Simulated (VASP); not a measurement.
# Ru2C (P-3m1) in VASP: further runs

Ru2C is run at these levels: PBE; tasks: single point, relaxation of cell and atoms.

Everything below comes from runs of VASP 6.6.1. Logs are shortened: lines on timing, memory, paths and dates and some standing lists are left out, and cuts for length are marked.

## 1. The cell of the first run

It takes space group P-3m1 (No. 164, trigonal). Conventional cell: a = 2.909 Å, b = 2.909 Å, c = 4.371 Å, α = 90.00°, β = 90.00°, γ = 120.00°. Ru (site symmetry 3m) has 3 C at 2.01 Å within 2.7 Å. Within 2.7 Å of C (site symmetry -3m) lie 6 Ru at 2.01 Å.

## 2. Single point, PBE

File INCAR:

```
ALGO     = Normal         # electronic algorithm
EDIFF    = 1E-6           # SCF threshold, eV
ENCUT    = 520            # plane-wave cutoff, eV
GGA      = PE             # functional
ISIF     = 2              # what is computed and relaxed
ISMEAR   = 0              # smearing method
LASPH    = T              # aspherical terms in the spheres
LCHARG   = F              # write CHGCAR
LREAL    = F              # projectors in reciprocal space
LWAVE    = F              # write WAVECAR
NBANDS   = 23             # bands
NELM     = 100            # most SCF steps
PREC     = Accurate       # precision mode
SIGMA    = 0.1            # smearing width, eV
```

File KPOINTS:

```
k-points
0
Gamma
  6 6 4
```

File POSCAR:

```
Ru2C
1.0
    2.9085513300      0.0000000000      0.0000000000
   -1.4542756700      2.5188793400      0.0000000000
    0.0000000000      0.0000000000      4.3706901200
Ru C
2 1
Direct
    0.6666666700      0.3333333300      0.2467073100
    0.3333333300      0.6666666700      0.7532926900
    0.0000000000      0.0000000000      0.5000000000
```

Potentials or basis: VASP PAW PBE potentials, release 64 (Ru_pv, C).

On the command line:

```bash
$ cat potpaw_PBE.64/Ru_pv/POTCAR potpaw_PBE.64/C/POTCAR > POTCAR
$ mpirun -np 1 vasp_std > vasp.out
```

OUTCAR:

```text
EDIFF = 1E-6
   ENCUT = 520
   GGA = PE
   ISIF = 2
   ISMEAR = 0
   LASPH = T
   LREAL = F
   NELM = 100
   PREC = Accurate

 ion  position               nearest neighbor table
   1  0.667  0.333  0.247-   3 2.01   3 2.01   3 2.01   2 2.73   2 2.73   2 2.73   2 2.78   2 2.78
                             2 2.78
   2  0.333  0.667  0.753-   3 2.01   3 2.01   3 2.01   1 2.73   1 2.73   1 2.73   1 2.78   1 2.78
                             1 2.78
   3  0.000  0.000  0.500-   1 2.01   2 2.01   1 2.01   2 2.01   1 2.01   2 2.01

  LATTYP: Found a hexagonal cell.
 ALAT       =     2.9085513300
 C/A-ratio  =     1.5027034507

  Lattice vectors:

 A1 = (   2.9085513300,   0.0000000000,   0.0000000000)
 A2 = (  -1.4542756700,   2.5188793400,   0.0000000000)
 A3 = (   0.0000000000,   0.0000000000,   4.3706901200)

Analysis of symmetry for initial positions (statically):
=====================================================================
 Subroutine PRICEL returns:
 Original cell was already a primitive cell.

 Routine SETGRP: Setting up the symmetry group for a
 hexagonal supercell.

 Subroutine GETGRP returns: Found 12 space group operations
 (whereof 12 operations were pure point group operations)
 out of a pool of 24 trial point group operations.

The static configuration has the point symmetry D_3d.

Analysis of symmetry for dynamics (positions and initial velocities):
=====================================================================
 Subroutine PRICEL returns:
 Original cell was already a primitive cell.

 Routine SETGRP: Setting up the symmetry group for a
 hexagonal supercell.

 Subroutine GETGRP returns: Found 12 space group operations
 (whereof 12 operations were pure point group operations)
 out of a pool of 24 trial point group operations.

The dynamic configuration has the point symmetry D_3d.

 Subroutine INISYM returns: Found 12 space group operations
 (whereof 12 operations are pure point group operations),
 and found     1 'primitive' translations

----------------------------------------------------------------------------------------
[... 86 lines left out ...]
   ISTART =      0    job   : 0-new  1-cont  2-samecut
   ICHARG =      2    charge: 1-file 2-atom 10-const
   ISPIN  =      1    spin polarized calculation?
   LNONCOLLINEAR =      F non collinear calculations
   LSORBIT =      F    spin-orbit coupling
   LASPH  =      T    aspherical Exc in radial PAW
   ENCUT  =  520.0 eV  38.22 Ry    6.18 a.u.   5.41  5.41  8.13*2*pi/ulx,y,z
   NELM   =    100;   NELMIN=  2; NELMDL= -5     # of ELM steps
   EDIFF  = 0.1E-05   stopping-criterion for ELM
   LREAL  =      F    real-space projection
   EDIFFG = 0.1E-04   stopping-criterion for IOM
   NSW    =      0    number of steps for IOM
   IBRION =     -1    ionic relax: 0-MD 1-quasi-New 2-CG
   NFREE  =      0    steps in history (QN), initial steepest desc. (CG)
   ISIF   =      2    stress and relaxation
   ISYM   =      2    0-nonsym 1-usesym 2-fastsym
   POTIM  = 0.5000    time-step for ionic-motion
   TEBEG  =    0.0;   TEEND  =   0.0 temperature during run
   PSTRESS=    0.0 pullay stress
   NELECT =      32.0000    total number of electrons
   NUPDOWN=      -1.0000    fix difference up-down
   EMIN   =  10.00;   EMAX   =-10.00  energy-range for DOS
   EFERMI =   0.00;   METHOD = LEGACY
   ISMEAR =     0;   SIGMA  =   0.10  broadening in eV -4-tet -1-fermi 0-gaus
   EFERMI_NEDOS =   21; number of points for ismear=-14 and -15
   IALGO  =     38    algorithm
   IMIX   =      4    mixing-type and parameters
     AMIX     =   0.40;   BMIX     =  1.00
     AMIX_MAG =   1.60;   BMIX_MAG =  1.00
  volume/ion in A,a.u.               =      10.67        72.03
  Fermi-wavevector in a.u.,A,eV,Ry     =   1.636742  3.092993 36.448961  2.678923
  Thomas-Fermi vector in A             =   2.727997
   LORBIT       =      0    0 simple, 1 ext, 2 COOP (PROOUT), +10 PAW based schemes
   GGA     = PE    functional components
   LHFCALC =     F    Hartree Fock is set to
   AEXX    =    0.0000 exact exchange contribution
   IVDW    =     0    specifies the selected vdW correction
   LEPSILON=     F    determine dielectric tensor
   LRPA    =     F    only Hartree local field effects (RPA)
 non-spin polarized calculation
 Gauss-broadening in eV      SIGMA  =   0.10
  energy-cutoff  :      520.00
  volume of cell :       32.02
 maximum number of plane-waves:       880
 NGX is ok and might be reduce to    24
   NGX = 11   NGY = 11   NGZ = 17

 number of electron      32.0000000 magnetization

 Free energy of the ion-electron system (eV)
  ---------------------------------------------------
  ext. energy  EPLUGINS =         0.00000000
  ---------------------------------------------------
  free energy    TOTEN  =       -25.72683912 eV

  energy without entropy =      -25.70452967  energy(sigma->0) =      -25.71568440

 E-fermi :  13.1381     XC(G=0): -14.0845

 val. band max:       13.1280027171   @ k =   0.0000   0.1667   0.2500
 cond. band min:      13.1689053237   @ k =   0.1667   0.1667   0.2500
 fundamental gap:      0.0409026066
 Fermi energy:        13.1381271903

 k-point     1 :       0.0000    0.0000    0.0000
  band No.  band energies     occupation
      1     -30.5701      2.00000
      2     -29.9973      2.00000
      3     -29.9973      2.00000
      4     -29.8651      2.00000
      5     -29.8651      2.00000
      6     -29.7389      2.00000
[... 613 lines left out ...]
     22      20.2109      0.00000
     23      23.7427      0.00000

------------------------ aborting loop because EDIFF is reached ----------------------------------------

  FORCE on cell =-STRESS in cart. coord.  units (eV):
  Direction    XX          YY          ZZ          XY          YZ          ZX
  --------------------------------------------------------------------------------------
  -------------------------------------------------------------------------------------
  Total        5.9231212      5.9231212      8.2585888     -0.0000000      0.0000000      0.0000000
  in kB      296.3651202    296.3651202    413.2209324     -0.0000006      0.0000000      0.0000000
  external PRESSURE =     335.3170576 kB  Pullay stress =       0.0000000 kB

 VOLUME and BASIS-vectors are now :
 -----------------------------------------------------------------------------
  energy-cutoff  :      520.00
  volume of cell :       32.02
      direct lattice vectors                 reciprocal lattice vectors
     2.908551330  0.000000000  0.000000000     0.343813771  0.198500974  0.000000000
    -1.454275670  2.518879340  0.000000000     0.000000000  0.397001946  0.000000000
     0.000000000  0.000000000  4.370690120     0.000000000  0.000000000  0.228796820

 POSITION                                       TOTAL-FORCE (eV/Angst)
 -----------------------------------------------------------------------------------
      1.45428      0.83963      1.07828         0.000000      0.000000     -0.017821
     -0.00000      1.67925      3.29241        -0.000000      0.000000      0.017821
      0.00000      0.00000      2.18535         0.000000      0.000000      0.000000
 -----------------------------------------------------------------------------------
    total drift:                                0.000000      0.000000      0.000000

  FREE ENERGIE OF THE ION-ELECTRON SYSTEM (eV)
  ---------------------------------------------------
  free  energy   TOTEN  =       -25.7268391238 eV

  energy  without entropy=      -25.7045296717  energy(sigma->0) =      -25.71568440
```

OSZICAR:

```text
N       E                     dE             d eps       ncg     rms          rms(c)
DAV:   1     0.318938311905E+03    0.31894E+03   -0.19128E+04  1104   0.152E+03
DAV:   2    -0.195747336399E+02   -0.33851E+03   -0.32391E+03  1202   0.452E+02
DAV:   3    -0.287535768981E+02   -0.91788E+01   -0.90278E+01  1286   0.789E+01
DAV:   4    -0.288391929830E+02   -0.85616E-01   -0.85555E-01  1277   0.753E+00
DAV:   5    -0.288411073421E+02   -0.19144E-02   -0.19141E-02  1382   0.104E+00    0.353E+01
DAV:   6    -0.260157909038E+02    0.28253E+01   -0.11357E+01  1471   0.333E+01    0.817E+00
DAV:   7    -0.257476027472E+02    0.26819E+00   -0.16622E+00  1286   0.129E+01    0.906E+00
DAV:   8    -0.257402836530E+02    0.73191E-02   -0.18444E-01  1293   0.264E+00    0.683E-01
DAV:   9    -0.257263997200E+02    0.13884E-01   -0.26145E-02  1270   0.145E+00    0.240E-01
DAV:  10    -0.257268483496E+02   -0.44863E-03   -0.46341E-03  1349   0.486E-01    0.459E-02
DAV:  11    -0.257268431018E+02    0.52478E-05   -0.52340E-05  1467   0.497E-02    0.266E-02
DAV:  12    -0.257268391249E+02    0.39769E-05   -0.20880E-06  1128   0.159E-02    0.441E-03
DAV:  13    -0.257268391238E+02    0.10737E-08   -0.28493E-07   902   0.586E-03
   1 F= -.25726839E+02 E0= -.25715684E+02  d E =-.223095E-01
```

It took 13 s on 1 thread of Intel Xeon Platinum 8488C (Sapphire Rapids), shared host; peak memory 0.16 GiB.

What came out:

```yaml
Free_energy: -25.7268 eV
Pressure: 33.5 GPa
Largest_force: 0.018 eV/Å
Band_gap_on_the_k_mesh: zero (band 16 reaches 13.89 eV, above the bottom of band 17 at 12.19 eV)
```

Forces in eV/Å, atoms in the order of the input:
```
Ru   0.000  0.000 -0.018
Ru   0.000  0.000  0.018
C    0.000  0.000  0.000
```

Levels at points of the mesh, in eV from the Fermi level:
| k point | band 12 | band 13 | band 14 | band 15 | band 16 | band 17 | band 18 | band 19 | band 20 | band 21 |
| --- | --- | --- | --- | --- | --- | --- | --- | --- | --- | --- |
| (0.00, 0.00, 0.00) | -2.73 | -2.70 | -2.65 | -2.59 | -2.59 | -0.95 | -0.95 | 1.47 | 6.19 | 6.19 |
| (0.50, 0.00, 0.00) | -3.74 | -2.37 | -0.42 | 0.19 | 0.75 | 1.51 | 1.52 | 1.72 | 2.89 | 7.58 |
| (0.00, 0.00, 0.50) | -3.49 | -3.49 | -2.81 | -0.90 | -0.90 | -0.37 | -0.37 | 3.55 | 4.49 | 4.49 |
| (0.50, 0.00, 0.50) | -2.69 | -2.32 | -2.02 | -0.57 | -0.17 | 0.24 | 1.05 | 1.53 | 5.64 | 6.83 |

Caveat: the k points lie up to 0.42 Å⁻¹ apart.

## 3. Single point, PBE

This run uses another cell than the first one, of 11.47 Å³/atom, 1.074 times its volume.

File INCAR:

```
  ALGO = Normal
  EDIFF = 1E-6
  ENCUT = 520
  GGA = PE
  ISIF = 2
  ISMEAR = 0
  LASPH = True
  LCHARG = False
  LREAL = False
  LWAVE = False
  NBANDS = 23
  NELM = 100
  PREC = Accurate
  SIGMA = 0.1
```

KPOINTS is that of step 2.

File POSCAR:

```
Ru2C
1.0
    2.8399350134      0.0000000028      0.0000000000
   -1.4199675091      2.4594558653      0.0000000000
    0.0000000000      0.0000000000      4.9247294031
Ru C
2 1
Direct
    0.6666666667      0.3333333333      0.2391618783
    0.3333333333      0.6666666667      0.7608381217
    0.0000000000      0.0000000000      0.5000000000
```

Potentials or basis: VASP PAW PBE potentials, release 64 (Ru_pv, C).

On the command line:

```bash
$ cat potpaw_PBE.64/Ru_pv/POTCAR potpaw_PBE.64/C/POTCAR > POTCAR
$ mpirun -np 1 vasp_std > vasp.out
```

It took 16 s on 1 thread of Intel Xeon Platinum 8488C (Sapphire Rapids), shared host; peak memory 0.16 GiB.

The run converged. Its results:

* Free energy: -26.1425 eV
* Pressure: -0.1 GPa
* Largest force: 0.028 eV/Å
* Band gap on the k mesh: zero (band 16 reaches 12.42 eV, above the bottom of band 17 at 10.90 eV)

Forces in eV/Å, atoms in the order of the input:
```
Ru   0.000  0.000 -0.028
Ru   0.000  0.000  0.028
C    0.000  0.000  0.000
```

Levels at points of the mesh, in eV from the Fermi level:
| k point | band 14 | band 15 | band 16 | band 17 | band 18 | band 19 |
| --- | --- | --- | --- | --- | --- | --- |
| (0.00, 0.00, 0.00) | -2.32 | -1.35 | -1.35 | -0.75 | -0.75 | 0.65 |
| (0.50, 0.00, 0.00) | 0.22 | 0.63 | 0.66 | 0.97 | 1.67 | 2.28 |
| (0.00, 0.00, 0.50) | -2.58 | -0.51 | -0.51 | -0.45 | -0.45 | 2.06 |
| (0.50, 0.00, 0.50) | -1.45 | -1.14 | 0.77 | 0.87 | 1.10 | 2.33 |

Caveat: the k points lie up to 0.43 Å⁻¹ apart.

## 4. Relaxation of cell and atoms, PBE

File INCAR:

```
SYSTEM = Ru2C
PREC = Accurate
ENCUT = 600
EDIFF = 1E-6
ISMEAR = 0
SIGMA = 0.1
LREAL = .FALSE.
LASPH = .TRUE.
NELM = 60
ALGO = Normal
ISIF = 3
LWAVE = .FALSE.
LCHARG = .FALSE.
GGA = PE
IBRION = 2
NSW = 90
EDIFFG = -0.04
```

File KPOINTS:

```
Automatic mesh
0
G
  6 6 4
  0 0 0
```

File POSCAR:

```
Ru2C
1.0
    2.9085513300      0.0000000000      0.0000000000
   -1.4542756700      2.5188793400      0.0000000000
    0.0000000000      0.0000000000      4.3706901200
Ru C
2 1
Direct
    0.6666666700      0.3333333300      0.2467073100
    0.3333333300      0.6666666700      0.7532926900
    0.0000000000      0.0000000000      0.5000000000
```

On the command line:

```bash
$ cat potpaw_PBE.64/Ru_pv/POTCAR potpaw_PBE.64/C/POTCAR > POTCAR
$ mpirun -np 1 vasp_std > vasp.out
```

It took 4.3 min on 1 thread of Intel Xeon Platinum 8488C (Sapphire Rapids), shared host; peak memory 0.17 GiB.

Results (log left out):

```
Free energy                            : -26.1403 eV
Relaxed volume                         : 11.46 Å³/atom
Relaxed cell                           : a = 2.839 Å, b = 2.839 Å, c = 4.927 Å, α = 90.00°, β = 90.00°, γ = 120.00°
Space group after relaxing (to 0.05 Å) : P-3m1 (No. 164)
Energy gained by relaxing              : 137.5 meV/atom
Ionic steps                            : 31
Pressure after relaxing                : -0.3 GPa
Largest force after relaxing           : 0.033 eV/Å
Band gap on the k mesh                 : zero (band 16 reaches 12.44 eV, above the bottom of band 17 at 10.90 eV)
```

Forces on the atoms (eV/Å):
```
Ru   0.000  0.000  0.033
Ru   0.000  0.000 -0.033
C    0.000  0.000  0.000
```

Stress tensor (GPa, compression positive):
```
-0.36  0.00  0.00
 0.00 -0.36  0.00
 0.00  0.00 -0.25
```

Step by step:
| step | energy change (eV) | largest force (eV/Å) | pressure (GPa) | volume (Å³) |
| --- | --- | --- | --- | --- |
| 1 | 0.0000 | 0.0155 | 33.41 | 32.02 |
| 2 | 0.9442 | 2.0891 | -38.92 | 43.47 |
| 3 | -0.3000 | 0.8952 | -2.71 | 35.36 |
| 4 | -0.3018 | 0.8449 | -0.89 | 35.13 |
| 5 | -0.3018 | 0.8304 | -0.35 | 35.07 |
| 6 | -0.3396 | 0.2567 | 0.99 | 35.31 |
| 7 | -0.3400 | 0.1548 | 0.76 | 35.29 |
| 8 | -0.3439 | 0.0953 | -1.78 | 35.55 |
| 9 | -0.3446 | 0.0688 | -3.25 | 35.70 |
| 10 | -0.3457 | 0.0783 | -3.40 | 35.71 |
| 11 | -0.3498 | 0.1042 | -3.93 | 35.74 |
| 12 | -0.3589 | 0.1291 | -4.94 | 35.79 |
| 13 | -0.3710 | 0.0512 | -6.73 | 35.88 |
| 14 | -0.3765 | 0.0770 | -6.15 | 35.77 |
| 15 | -0.3858 | 0.2042 | -4.52 | 35.48 |
| 16 | -0.3867 | 0.5472 | -0.79 | 34.88 |
| 17 | -0.3895 | 0.3769 | -2.90 | 35.20 |
| 18 | -0.3896 | 0.4108 | -2.54 | 35.15 |
| 19 | -0.3934 | 0.3969 | -1.96 | 35.05 |
| 20 | -0.4016 | 0.3506 | -0.17 | 34.76 |
| 21 | -0.4018 | 0.2347 | 3.83 | 34.18 |
| 22 | -0.4045 | 0.2967 | 1.83 | 34.46 |
| 23 | -0.4073 | 0.1668 | 0.70 | 34.53 |
| 24 | -0.4082 | 0.0388 | -0.52 | 34.60 |
| 25 | -0.4082 | 0.0504 | -0.50 | 34.60 |
| 26 | -0.4090 | 0.0420 | -0.34 | 34.56 |
| 27 | -0.4109 | 0.0183 | -0.06 | 34.46 |
| 28 | -0.4120 | 0.0561 | 0.56 | 34.25 |
| 29 | -0.4121 | 0.0293 | 0.37 | 34.31 |
| 30 | -0.4121 | 0.0338 | 0.39 | 34.30 |
| 31 | -0.4124 | 0.0330 | -0.32 | 34.38 |

Final structure:
```cif
data_structure
_symmetry_space_group_name_H-M 'P 1'
_symmetry_Int_Tables_number 1
_cell_length_a 2.8386
_cell_length_b 2.8386
_cell_length_c 4.9273
_cell_angle_alpha 90.000
_cell_angle_beta 90.000
_cell_angle_gamma 120.000
_cell_volume 34.38
loop_
_atom_site_label
_atom_site_type_symbol
_atom_site_fract_x
_atom_site_fract_y
_atom_site_fract_z
_atom_site_occupancy
Ru1 Ru 0.66667 0.33333 0.23838 1
Ru2 Ru 0.33333 0.66667 0.76162 1
C1 C 0.00000 0.00000 0.50000 1
```

Levels at points of the mesh, in eV from the Fermi level:
```tsv
k point	band 13	band 14	band 15	band 16	band 17	band 18	band 19	band 20
(0.00, 0.00, 0.00)	-2.32	-2.32	-1.34	-1.34	-0.76	-0.76	0.60	5.12
(0.50, 0.00, 0.00)	-2.12	0.23	0.64	0.64	0.98	1.67	2.30	3.30
(0.00, 0.00, 0.50)	-2.58	-2.58	-0.49	-0.49	-0.45	-0.45	2.02	4.13
(0.50, 0.00, 0.50)	-1.96	-1.47	-1.17	0.78	0.88	1.11	2.34	5.16
```

Caveat: the k points lie up to 0.43 Å⁻¹ apart in the final cell.

## 5. Single point, PBE, collinear spin, ferromagnetic start

This run uses another cell than the first one, of 11.47 Å³/atom, 1.074 times its volume.

File INCAR:

```
SYSTEM = Ru2C
  PREC = Accurate
  ENCUT = 520
  EDIFF = 1E-6
  ISMEAR = 0
  SIGMA = 0.1
  LREAL = .False.
  LASPH = .True.
  NELM = 150
  ALGO = Normal
  ISIF = 2
  LWAVE = .False.
  LCHARG = .True.
  ISPIN = 2
  MAGMOM = 1 1 0
  LORBIT = 11
  LMAXMIX = 4
  GGA = PE
  LELF = .True.
  LVHAR = .True.
  NBANDS = 27
```

File KPOINTS:

```
Automatic mesh
0
Gamma
  6 6 4
  0 0 0
```

File POSCAR:

```
Ru2C
1.0
    2.8399350134      0.0000000000      0.0000000000
   -1.4199675067      2.4594558667      0.0000000000
    0.0000000000      0.0000000000      4.9247294031
Ru C
2 1
Direct
    0.6666666667      0.3333333333      0.2391618783
    0.3333333333      0.6666666667      0.7608381217
    0.0000000000      0.0000000000      0.5000000000
```

On the command line:

```bash
$ cat potpaw_PBE.64/Ru_pv/POTCAR potpaw_PBE.64/C/POTCAR > POTCAR
$ mpirun -np 1 vasp_std > vasp.out
```

It took 33 s on 1 thread of Intel Xeon Platinum 8488C (Sapphire Rapids), shared host; peak memory 0.19 GiB.

It converged, with:

| Item | Value |
| --- | --- |
| Free energy | -26.1425 eV |
| Pressure | -0.1 GPa |
| Largest force | 0.027 eV/Å |
| Band gap on the k mesh | zero (filled and empty bands overlap) |
| Net moment | 0.00 μB per cell |
| Valence electrons inside the program's atomic spheres | Ru 12.68; C 2.36 |

Forces in eV/Å, atoms in the order of the input:
```
Ru   0.000  0.000 -0.027
Ru   0.000  0.000  0.027
C    0.000  0.000  0.000
```

Levels at points of the mesh, in eV from the Fermi level:
Spin up:
| k point | band 13 | band 14 | band 15 | band 16 | band 17 | band 18 | band 19 | band 20 |
| --- | --- | --- | --- | --- | --- | --- | --- | --- |
| (0.00, 0.00, 0.00) | -2.32 | -2.32 | -1.35 | -1.35 | -0.75 | -0.75 | 0.65 | 5.14 |
| (0.50, 0.00, 0.00) | -2.11 | 0.22 | 0.63 | 0.66 | 0.97 | 1.67 | 2.28 | 3.32 |
| (0.00, 0.00, 0.50) | -2.58 | -2.58 | -0.51 | -0.51 | -0.45 | -0.45 | 2.06 | 4.16 |
| (0.50, 0.00, 0.50) | -1.95 | -1.45 | -1.14 | 0.77 | 0.87 | 1.10 | 2.33 | 5.16 |
Spin down:
```tsv
k point	band 14	band 15	band 16	band 17	band 18	band 19
(0.00, 0.00, 0.00)	-2.32	-1.35	-1.35	-0.75	-0.75	0.65
(0.50, 0.00, 0.00)	0.22	0.63	0.66	0.97	1.67	2.28
(0.00, 0.00, 0.50)	-2.58	-0.51	-0.51	-0.45	-0.45	2.06
(0.50, 0.00, 0.50)	-1.45	-1.14	0.77	0.87	1.10	2.33
```

Caveat: the k points lie up to 0.43 Å⁻¹ apart.

## 6. Summary

| task | spin | cell | cutoff (eV) | gap on the mesh (eV) | pressure (GPa) | largest force (eV/Å) |
| --- | --- | --- | --- | --- | --- | --- |
| single point | off | a = 2.909, b = 2.909, c = 4.371 Å, angles 90.0, 90.0, 120.0°, 3 atoms | 520 | none | 33.5 | 0.02 |
| single point | off | a = 2.840, b = 2.840, c = 4.925 Å, angles 90.0, 90.0, 120.0°, 3 atoms | 520 | none | -0.1 | 0.03 |
| relaxation of cell and atoms | off | relaxed from a = 2.909, b = 2.909, c = 4.371 Å, angles 90.0, 90.0, 120.0°, 3 atoms | 600 | none | -0.3 | 0.03 |
| single point | collinear, ferromagnetic start | a = 2.840, b = 2.840, c = 4.925 Å, angles 90.0, 90.0, 120.0°, 3 atoms | 520 | none | -0.1 | 0.03 |

Alike in all rows: level PBE; potentials or basis VASP PAW PBE potentials, release 64 (Ru_pv, C); k mesh 6 × 6 × 4; smearing gaussian 0.1 eV.

Caveats: all runs use coarse meshes.

Absolute energies hang on the potentials; compare differences alone.
